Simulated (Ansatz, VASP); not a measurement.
KCl in VASP and in Ansatz

The input INCAR:

```
ALGO = Normal
EDIFF = 1E-8
ENCUT = 520
GGA = PS
ISIF = 2
ISMEAR = -1
LASPH = True
LCHARG = False
LEFG = True
LREAL = False
LWAVE = False
NBANDS = 15
NELM = 100
PREC = Accurate
SIGMA = 0.03
```

KPOINTS

```
k-points
0
Gamma
  7 7 7
```

The input POSCAR:

```
KCl
1.0
    0.0000000000      3.1665854591      3.1665854591
    3.1665854591      0.0000000000      3.1665854591
    3.1665854591      3.1665854591      0.0000000000
K Cl
1 1
Direct
    0.0000000000      0.0000000000      0.0000000000
    0.5000000000      0.5000000000      0.5000000000
```

Input for Ansatz:

```yaml
crystal:
  lattice:
    - [0.0, 3.1665854591, 3.1665854591]
    - [3.1665854591, 0.0, 3.1665854591]
    - [3.1665854591, 3.1665854591, 0.0]
  atoms:
    - { symbol: K, position: [0.0, 0.0, 0.0] }
    - { symbol: Cl, position: [0.5, 0.5, 0.5] }
kpoints:
  mp_grid: { grid: [7, 7, 7] }
scf:
  occupations: { method: fermi_dirac, width: 0.03 }
hamiltonian:
  xc: pbesol
  pseudopotentials: { kind: all_electron, datasets: crystal }
output:
  forces: true
  stress: true
  eigenvalues: true
  efg: { contact_densities: true }
```

Change from the starting cell: volume scaled by 1.01, crystal datasets.

Alike in both runs: task electric field gradients; functional PBEsol; k mesh 7 × 7 × 7; occupations fermi-dirac, width 0.03 eV; no spin polarisation.

```csv
,VASP,Ansatz
version,VASP 6.6.1,Ansatz 0.2.0
potentials or method,"VASP PAW PBE potentials, release 64 (K_sv, Cl), cutoff 520 eV","all-electron PAW with datasets made for the crystal, scalar-relativistic"
```

```csv
,VASP,Ansatz,Ansatz less VASP
gap on the k mesh at the Fermi level (eV),4.96,4.97,+0.004
pressure (GPa),-0.7,-0.7,-0.03
```

VASP's potentials were made for PBE, not for PBEsol. Ansatz ran all-electron here, and VASP with PAW potentials.
